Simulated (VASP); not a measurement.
Input of a VASP 6.6.1 run:

Contents of POSCAR:

```
Sb
1.0
    3.3545324186      0.0000000000      0.0000000000
   -1.6772662093      2.9051102923      0.0000000000
    0.0000000000      0.0000000000      5.4701606500
Sb
2
Direct
    0.6666666667      0.3333333333      0.7500000000
    0.3333333333      0.6666666667      0.2500000000
```

Contents of INCAR.step1:

```
PREC     = Accurate       # precision mode
ENCUT    = 520            # plane-wave cutoff, eV
EDIFF    = 1E-5           # SCF threshold, eV
ISMEAR   = -1             # smearing method
SIGMA    = 0.05           # smearing width, eV
LREAL    = F              # projectors in reciprocal space
LASPH    = T              # aspherical terms in the spheres
NELM     = 60             # most SCF steps
ALGO     = Normal         # electronic algorithm
ISIF     = 2              # what is computed and relaxed
LWAVE    = T              # write WAVECAR
LCHARG   = F              # write CHGCAR
NBANDS   = 12             # bands
GGA      = PE             # functional
```

File INCAR.step2:

```
PREC     = Accurate       # precision mode
ENCUT    = 520            # plane-wave cutoff, eV
EDIFF    = 1E-7           # SCF threshold, eV
ISMEAR   = -1             # smearing method
SIGMA    = 0.05           # smearing width, eV
LREAL    = F              # projectors in reciprocal space
LASPH    = T              # aspherical terms in the spheres
NELM     = 60             # most SCF steps
ALGO     = Normal         # electronic algorithm
ISIF     = 2              # what is computed and relaxed
LWAVE    = F              # write WAVECAR
LCHARG   = F              # write CHGCAR
METAGGA  = R2SCAN         # meta-GGA
LHFCALC  = T              # exact exchange
AEXX     = 0.25           # exact-exchange fraction
LMIXTAU  = T            
PRECFOCK = Normal       
NBANDS   = 12             # bands
ISTART   = 1
```

The input KPOINTS:

```
Automatic mesh
0
Gamma
  5 5 3
```

Potentials or basis: VASP PAW PBE potentials, release 64 (Sb).

The run is started by

```console
$ cat potpaw_PBE.64/Sb/POTCAR > POTCAR
$ cp INCAR.step1 INCAR
$ mpirun -np 1 vasp_std > vasp.out
$ cp INCAR.step2 INCAR
$ mpirun -np 1 vasp_std > vasp.out
```

(1) Predict the band gap on the k mesh.

(2) Estimate the pressure.

## Answers

(1) zero (band 5 reaches 13.59 eV, above the bottom of band 6 at 6.01 eV).

(2) -3.6 GPa.

Caveat: the k points lie up to 0.43 Å⁻¹ apart; the PAW data sets were made with another functional, which shifts forces and pressure a little; spin-orbit coupling is left out, which moves the levels of the heavy elements.
